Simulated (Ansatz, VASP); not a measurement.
## HfO2: VASP beside Ansatz

```xyz
6
Lattice="0.0000 -2.5489 -2.5489 0.0000 2.5489 -2.5489 5.0978 0.0000 0.0000" Properties=species:S:1:pos:R:3 pbc="T T T"
Hf    2.5489   -0.0262   -2.5489
Hf    0.0000    0.0262    0.0000
O     3.5588    1.2745   -1.2747
O     1.5391   -1.2745   -1.2743
O     1.0099    1.2745   -1.2747
O     4.0880   -1.2745   -1.2743
```

Change from the starting cell: mode 1 frozen in at -0.265 Å and mode 5 at -0.026 Å (largest displacements).

Alike in both runs: task single point; functional PBE; k mesh 6 × 6 × 6; occupations gaussian, width 0.05 eV; no spin polarisation.

|  | VASP | Ansatz |
| --- | --- | --- |
| version | VASP 6.6.1 | Ansatz 0.2.0 |
| potentials or method | VASP PAW PBE potentials, release 64 (Hf_pv, O), cutoff 520 eV | scalar-relativistic, plane waves, PAW |
| valence electrons in the cell | 44 | 76 |

```tsv
	VASP	Ansatz	Ansatz less VASP
gap on the k mesh at the Fermi level (eV)	4.40	4.44	+0.041
least direct gap on the mesh (eV)	4.47	4.51	+0.033
pressure (GPa)	2.7	6.2	+3.49
traceless stress, the component that is largest in VASP (GPa)	6.19	5.97	-0.220
rms of the force components (eV/Å)	0.129	0.139	+0.0100
```

Atom by atom the forces differ by 0.020 eV/Å (rms over components). VASP's potentials hold 44 valence electrons a cell and Ansatz's 76, so a difference there can come from the potentials and not from the codes.

Spin-orbit coupling is off throughout.
